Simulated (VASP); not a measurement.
MnS:

```
Mn S
1.0
     0.00000    2.60450    2.60450
     2.60450    0.00000    2.60450
     2.60450    2.60450    0.00000
Mn S
1 1
Direct
  0.00000 0.00000 0.00000
  0.50000 0.50000 0.50000
```

- Program: VASP 6.6.1
- Task: relaxation of cell and atoms
- Functional: PBE
- Dispersion: D3(BJ)
- Potentials or basis: VASP PAW PBE potentials, release 64 (Mn_pv, S)
- Cutoff: 600 eV
- k mesh: 12 × 12 × 12
- Occupations: gaussian, width 0.1 eV
- Spin: collinear spin, ferromagnetic start
- Starting moments: [4.6, 0.15] μB

At the start: pressure -6.6 GPa; volume 17.67 Å³/atom.

Where does the relaxation end?

Over 10 steps the energy falls by 54.5 meV/atom and the volume is 15.81 Å³/atom (-10.5 %); space group Fm-3m (No. 225, to 0.1 Å) before and after; moment 4.34 μB per cell.

The path:
```csv
step,energy change (eV),largest force (eV/Å),pressure (GPa),volume (Å³)
1,0.0000,0.0000,-6.64,35.33
2,-0.1085,0.0000,-1.65,31.72
3,0.0725,0.0000,139.59,31.16
4,-0.1090,0.0000,-0.64,31.65
5,-0.1088,0.0000,1.91,31.58
6,-0.0955,0.0000,-3.55,32.46
7,-0.1064,0.0000,-2.44,31.88
8,-0.1086,0.0000,-1.64,31.71
9,-0.1090,0.0000,-0.58,31.65
10,-0.1091,0.0000,0.08,31.62
```

Final structure:
```xyz
2
Lattice="0.0000 2.5099 2.5099 2.5099 0.0000 2.5099 2.5099 2.5099 0.0000" Properties=species:S:1:pos:R:3 pbc="T T T"
Mn    0.0000    0.0000    0.0000
S     2.5099    2.5099    2.5099
```

Caveat: a cell with one magnetic atom can't hold antiferromagnetic order, which such compounds often take.
